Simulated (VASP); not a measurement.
# Rh (R-3m) in VASP: notebook

Runs on Rh. Level: PBE. Tasks: single point.

Everything below comes from runs of VASP 6.6.1. Logs are shortened: lines on timing, memory, paths and dates and some standing lists are left out, and cuts for length are marked.

### Step 1. The cell of the first run

It takes space group R-3m (No. 166, trigonal). Conventional cell: a = 3.676 Å, b = 3.676 Å, c = 9.004 Å, α = 90.00°, β = 90.00°, γ = 120.00°. Rh (site symmetry 3m) has 4 Rh at 2.19 to 2.48 Å within 2.9 Å.

### Step 2. Single point, PBE (shortest bond scaled by 1.1)

Input file INCAR:

```
ALGO = Normal
EDIFF = 1E-6
ENCUT = 520
GGA = PE
ISIF = 2
ISMEAR = -1
LASPH = True
LCHARG = False
LREAL = False
LWAVE = False
NBANDS = 22
NELM = 100
PREC = Accurate
SIGMA = 0.05
```

Input file KPOINTS:

```
k-points
0
Gamma
  10 10 10
```

Input file POSCAR:

```
Rh
1.0
    0.0000000000      2.5993341490      2.5993341490
    2.5993341490      0.0000000000      2.5993341490
    2.5993341490      2.5993341490      0.0000000000
Rh
2
Direct
   -0.0875000000     -0.1375000000     -0.1375000000
    0.0875000000      0.1375000000      0.1375000000
```

Potentials or basis: VASP PAW PBE potentials, release 64 (Rh_pv).

Run with:

```sh
$ cat potpaw_PBE.64/Rh_pv/POTCAR > POTCAR
$ mpirun -np 1 vasp_std > vasp.out
```

OUTCAR:

```text
EDIFF = 1E-6
   ENCUT = 520
   GGA = PE
   ISIF = 2
   ISMEAR = -1
   LASPH = True
   LREAL = False
   NELM = 100
   PREC = Accurate

 ion  position               nearest neighbor table
   1  0.913  0.862  0.862-   2 2.19   2 2.19   2 2.19   2 2.48
   2  0.087  0.138  0.138-   1 2.19   1 2.19   1 2.19   1 2.48

  LATTYP: Found a face centered cubic cell.
 ALAT       =     5.1986682980

  Lattice vectors:

 A1 = (   0.0000000000,   2.5993341490,   2.5993341490)
 A2 = (   2.5993341490,   0.0000000000,   2.5993341490)
 A3 = (   2.5993341490,   2.5993341490,   0.0000000000)

Analysis of symmetry for initial positions (statically):
=====================================================================
 Subroutine PRICEL returns:
 Original cell was already a primitive cell.

 Routine SETGRP: Setting up the symmetry group for a
 face centered cubic supercell.

 Subroutine GETGRP returns: Found 12 space group operations
 (whereof  4 operations were pure point group operations)
 out of a pool of 48 trial point group operations.

The static configuration has the point symmetry C_2h.
 The point group associated with its full space group is D_3d.

Analysis of symmetry for dynamics (positions and initial velocities):
=====================================================================
 Subroutine PRICEL returns:
 Original cell was already a primitive cell.

 Routine SETGRP: Setting up the symmetry group for a
 face centered cubic supercell.

 Subroutine GETGRP returns: Found 12 space group operations
 (whereof  4 operations were pure point group operations)
 out of a pool of 48 trial point group operations.

The dynamic configuration has the point symmetry C_2h.
 The point group associated with its full space group is D_3d.

 Subroutine INISYM returns: Found 12 space group operations
 (whereof  4 operations are pure point group operations),
 and found     1 'primitive' translations

----------------------------------------------------------------------------------------

                                     Primitive cell

  volume of cell :      35.1250

  direct lattice vectors                    reciprocal lattice vectors
[... 78 lines left out ...]
   PREC   = accura    normal or accurate (medium, high low for compatibility)
   ISTART =      0    job   : 0-new  1-cont  2-samecut
   ICHARG =      2    charge: 1-file 2-atom 10-const
   ISPIN  =      1    spin polarized calculation?
   LNONCOLLINEAR =      F non collinear calculations
   LSORBIT =      F    spin-orbit coupling
   LASPH  =      T    aspherical Exc in radial PAW
   ENCUT  =  520.0 eV  38.22 Ry    6.18 a.u.   6.83  6.83  6.83*2*pi/ulx,y,z
   NELM   =    100;   NELMIN=  2; NELMDL= -5     # of ELM steps
   EDIFF  = 0.1E-05   stopping-criterion for ELM
   LREAL  =      F    real-space projection
   EDIFFG = 0.1E-04   stopping-criterion for IOM
   NSW    =      0    number of steps for IOM
   IBRION =     -1    ionic relax: 0-MD 1-quasi-New 2-CG
   NFREE  =      0    steps in history (QN), initial steepest desc. (CG)
   ISIF   =      2    stress and relaxation
   ISYM   =      2    0-nonsym 1-usesym 2-fastsym
   POTIM  = 0.5000    time-step for ionic-motion
   TEBEG  =    0.0;   TEEND  =   0.0 temperature during run
   PSTRESS=    0.0 pullay stress
   NELECT =      30.0000    total number of electrons
   NUPDOWN=      -1.0000    fix difference up-down
   EMIN   =  10.00;   EMAX   =-10.00  energy-range for DOS
   EFERMI =   0.00;   METHOD = LEGACY
   ISMEAR =    -1;   SIGMA  =   0.05  broadening in eV -4-tet -1-fermi 0-gaus
   EFERMI_NEDOS =   21; number of points for ismear=-14 and -15
   IALGO  =     38    algorithm
   IMIX   =      4    mixing-type and parameters
     AMIX     =   0.40;   BMIX     =  1.00
     AMIX_MAG =   1.60;   BMIX_MAG =  1.00
  volume/ion in A,a.u.               =      17.56       118.52
  Fermi-wavevector in a.u.,A,eV,Ry     =   1.553256  2.935229 32.825488  2.412605
  Thomas-Fermi vector in A             =   2.657513
   LORBIT       =      0    0 simple, 1 ext, 2 COOP (PROOUT), +10 PAW based schemes
   GGA     = PE    functional components
   LHFCALC =     F    Hartree Fock is set to
   AEXX    =    0.0000 exact exchange contribution
   IVDW    =     0    specifies the selected vdW correction
   LEPSILON=     F    determine dielectric tensor
   LRPA    =     F    only Hartree local field effects (RPA)
 non-spin polarized calculation
  energy-cutoff  :      520.00
  volume of cell :       35.12
 maximum number of plane-waves:       960
   NGX = 13   NGY = 13   NGZ = 13

 number of electron      30.0000002 magnetization

 Free energy of the ion-electron system (eV)
  ---------------------------------------------------
  ext. energy  EPLUGINS =         0.00000000
  ---------------------------------------------------
  free energy    TOTEN  =       -11.21362190 eV

  energy without entropy =      -11.19178592  energy(sigma->0) =      -11.20270391

 E-fermi :   8.8481     XC(G=0): -12.1238

 val. band max:        8.8345180755   @ k =   0.5000   0.3000   0.0000
 cond. band min:       8.8709061699   @ k =   0.3000   0.2000  -0.2000
 fundamental gap:      0.0363880943
 Fermi energy:         8.8481282897

 k-point     1 :       0.0000    0.0000    0.0000
  band No.  band energies     occupation
      1     -39.4467      2.00000
      2     -39.4467      2.00000
      3     -38.4820      2.00000
      4     -38.2797      2.00000
      5     -37.9626      2.00000
      6     -37.9626      2.00000
[... 589 lines left out ...]
     21      19.4285      0.00000
     22      24.1730      0.00000

 [... further k-points ...]

------------------------ aborting loop because EDIFF is reached ----------------------------------------

  FORCE on cell =-STRESS in cart. coord.  units (eV):
  Direction    XX          YY          ZZ          XY          YZ          ZX
  --------------------------------------------------------------------------------------
  -------------------------------------------------------------------------------------
  Total        8.8723145      8.8723145      8.8723145      3.5085423     -3.5085423      3.5085423
  in kB      404.6981123    404.6981123    404.6981123    160.0372096   -160.0372096    160.0372096
  external PRESSURE =     404.6981123 kB  Pullay stress =       0.0000000 kB

 VOLUME and BASIS-vectors are now :
 -----------------------------------------------------------------------------
  energy-cutoff  :      520.00
  volume of cell :       35.12
      direct lattice vectors                 reciprocal lattice vectors
     0.000000000  2.599334149  2.599334149    -0.192356954  0.192356954  0.192356954
     2.599334149  0.000000000  2.599334149     0.192356954 -0.192356954  0.192356954
     2.599334149  2.599334149  0.000000000     0.192356954  0.192356954 -0.192356954

 POSITION                                       TOTAL-FORCE (eV/Angst)
 -----------------------------------------------------------------------------------
      4.48385      4.61382      4.61382         2.320992     -2.320992     -2.320992
      0.71482      0.58485      0.58485        -2.320992      2.320992      2.320992
 -----------------------------------------------------------------------------------
    total drift:                               -0.000000     -0.000000     -0.000000

  FREE ENERGIE OF THE ION-ELECTRON SYSTEM (eV)
  ---------------------------------------------------
  free  energy   TOTEN  =       -11.2136218985 eV

  energy  without entropy=      -11.1917859185  energy(sigma->0) =      -11.20270391
```

OSZICAR:

```text
N       E                     dE             d eps       ncg     rms          rms(c)
DAV:   1     0.331481900364E+03    0.33148E+03   -0.19103E+04  5104   0.152E+03
DAV:   2    -0.475735332112E+01   -0.33624E+03   -0.32298E+03  5398   0.461E+02
DAV:   3    -0.116200916821E+02   -0.68627E+01   -0.68358E+01  5710   0.765E+01
DAV:   4    -0.116712221377E+02   -0.51130E-01   -0.51127E-01  5986   0.657E+00
DAV:   5    -0.116720858421E+02   -0.86370E-03   -0.86370E-03  5908   0.865E-01    0.165E+01
DAV:   6    -0.112451136403E+02    0.42697E+00   -0.11258E+00  5674   0.106E+01    0.831E+00
DAV:   7    -0.112192722825E+02    0.25841E-01   -0.17593E-02  5698   0.139E+00    0.365E+00
DAV:   8    -0.112135778952E+02    0.56944E-02   -0.42786E-03  5750   0.679E-01    0.528E-02
DAV:   9    -0.112136126661E+02   -0.34771E-04   -0.16388E-04  5956   0.137E-01    0.244E-02
DAV:  10    -0.112136232265E+02   -0.10560E-04   -0.11587E-05  5842   0.315E-02    0.854E-03
DAV:  11    -0.112136216697E+02    0.15568E-05   -0.94892E-07  3726   0.123E-02    0.223E-03
DAV:  12    -0.112136218985E+02   -0.22885E-06   -0.11773E-07  3080   0.308E-03
   1 F= -.11213622E+02 E0= -.11202704E+02  d E =-.218360E-01
```

stdout:

```text
POSCAR found type information on POSCAR Rh
 POSCAR found :  1 types and       2 ions
 scaLAPACK will be used
 LDA part: xc-table for (Slater+PW92), standard interpolation
 POSCAR, INCAR and KPOINTS ok, starting setup
 FFT: planning ... GRIDC
 FFT: planning ... GRID_SOFT
 FFT: planning ... GRID
 WAVECAR not read
 entering main loop
```

Run time: 63 s. Hardware: 1 thread of Intel Xeon 6975P-C, shared host; peak memory 0.2 GiB.

What came out:

```
Free energy            : -11.2136 eV
Pressure               : 40.5 GPa
Largest force          : 4.020 eV/Å
Band gap on the k mesh : zero (band 15 reaches 9.27 eV, above the bottom of band 16 at 7.89 eV)
```

Forces on the atoms (eV/Å):
```
Rh   2.321 -2.321 -2.321
Rh  -2.321  2.321  2.321
```

Levels at points of the mesh, in eV from the Fermi level:
```tsv
k point	band 13	band 14	band 15	band 16	band 17	band 18
(0.00, 0.00, 0.00)	-2.28	-2.28	-1.17	0.34	0.34	12.43
(0.50, 0.00, 0.00)	-1.28	-1.05	-1.05	-0.96	-0.96	1.55
(0.00, 0.50, 0.00)	-1.82	-1.16	-0.67	0.28	0.45	2.48
(0.50, 0.50, 0.00)	-2.23	-1.78	0.38	0.45	2.14	2.83
```

Caveat: the cell differs from its parent crystal (shortest bond scaled by 1.1); forces of over 1 eV/Å act on the atoms, so gaps and moduli don't describe the material at rest.

### Step 3. Single point, PBE (shortest bond scaled by 0.88)

Input file INCAR:

```
PREC = Accurate
ENCUT = 520
EDIFF = 1E-6
ISMEAR = -1
SIGMA = 0.05
LREAL = False
LASPH = True
NELM = 60
ALGO = Normal
ISIF = 2
LWAVE = False
LCHARG = True
GGA = PE
LELF = True
LVHAR = True
NBANDS = 22
```

Input file KPOINTS:

```
Automatic mesh
0
Gamma
  10 10 10
```

Input file POSCAR:

```
Rh
1.0
    0.0000000000      2.5993341490      2.5993341490
    2.5993341490      0.0000000000      2.5993341490
    2.5993341490      2.5993341490      0.0000000000
Rh
2
Direct
   -0.1700000000     -0.1100000000     -0.1100000000
    0.1700000000      0.1100000000      0.1100000000
```

Potentials or basis: VASP PAW PBE potentials, release 64 (Rh_pv).

Run with:

```sh
$ cat potpaw_PBE.64/Rh_pv/POTCAR > POTCAR
$ mpirun -np 1 vasp_std > vasp.out
```

It took 78 s on 1 thread of Intel Xeon 6975P-C, shared host; peak memory 0.2 GiB.

It converged, with:

```
Free energy            : -10.6686 eV
Pressure               : 47.3 GPa
Largest force          : 9.166 eV/Å
Band gap on the k mesh : zero (band 15 reaches 9.80 eV, above the bottom of band 16 at 8.09 eV)
```

Forces on the atoms (eV/Å):
```
Rh  -5.292  5.292  5.292
Rh   5.292 -5.292 -5.292
```

Stress tensor (GPa, compression positive):
```
 47.33 -31.30 -31.30
-31.30  47.33  31.30
-31.30  31.30  47.33
```

Levels at points of the mesh, in eV from the Fermi level:
| k point | band 13 | band 14 | band 15 | band 16 | band 17 | band 18 |
| --- | --- | --- | --- | --- | --- | --- |
| (0.00, 0.00, 0.00) | -1.98 | -1.77 | -1.77 | 0.38 | 0.38 | 11.51 |
| (0.50, 0.00, 0.00) | -1.37 | -1.37 | -0.83 | 1.15 | 1.15 | 2.99 |
| (0.00, 0.50, 0.00) | -1.37 | -1.28 | -0.71 | -0.14 | -0.12 | 2.11 |
| (0.50, 0.50, 0.00) | -2.21 | -2.21 | 0.46 | 0.79 | 2.12 | 2.89 |

Caveat: the cell differs from its parent crystal (shortest bond scaled by 0.88); forces of over 1 eV/Å act on the atoms, so gaps and moduli don't describe the material at rest.

### Step 4. Single point, PBE (shortest bond scaled by 0.58)

Input file INCAR:

```
ALGO = Normal
EDIFF = 1E-7
ENCUT = 520
GGA = PE
ISIF = 2
ISMEAR = -1
LASPH = True
LCHARG = False
LREAL = False
LWAVE = False
NBANDS = 22
NELM = 80
PREC = Accurate
SIGMA = 0.05
```

Input file KPOINTS:

```
k-points
0
Gamma
  10 10 10
```

Input file POSCAR:

```
Rh
1.0
    0.0000000000      2.5993341490      2.5993341490
    2.5993341490      0.0000000000      2.5993341490
    2.5993341490      2.5993341490      0.0000000000
Rh
2
Direct
   -0.2825000000     -0.0725000000     -0.0725000000
    0.2825000000      0.0725000000      0.0725000000
```

Run with:

```sh
$ cat potpaw_PBE.64/Rh_pv/POTCAR > POTCAR
$ mpirun -np 1 vasp_std > vasp.out
```

It took 84 s on 1 thread of Intel Xeon 6975P-C, shared host; peak memory 0.2 GiB.

The run converged. Its results:

```yaml
Free_energy: 31.0363 eV
Pressure: 397.8 GPa
Largest_force: 203.680 eV/Å
Band_gap_on_the_k_mesh: zero (band 15 reaches 11.35 eV, above the bottom of band 16 at 8.57 eV)
```

Forces on the atoms (eV/Å):
```
Rh  -117.594  117.594  117.594
Rh   117.594 -117.594 -117.594
```

Stress tensor (GPa, compression positive):
```
 397.82 -402.63 -402.63
-402.63  397.82  402.63
-402.63  402.63  397.82
```

Levels at points of the mesh, in eV from the Fermi level:
```csv
k point,band 12,band 13,band 14,band 15,band 16,band 17,band 18,band 19
"(0.00, 0.00, 0.00)",-5.33,-2.36,-1.33,-1.33,0.42,0.42,10.55,10.69
"(0.50, 0.00, 0.00)",-3.37,-0.91,-0.91,2.18,2.58,2.98,2.98,9.24
"(0.00, 0.50, 0.00)",-2.33,-1.93,-1.18,-0.61,-0.55,-0.19,4.13,8.69
"(0.50, 0.50, 0.00)",-2.06,-1.86,-1.08,-0.50,0.45,3.61,4.77,5.53
```

Caveat: the cell differs from its parent crystal (shortest bond scaled by 0.58); forces of over 1 eV/Å act on the atoms, so gaps and moduli don't describe the material at rest.
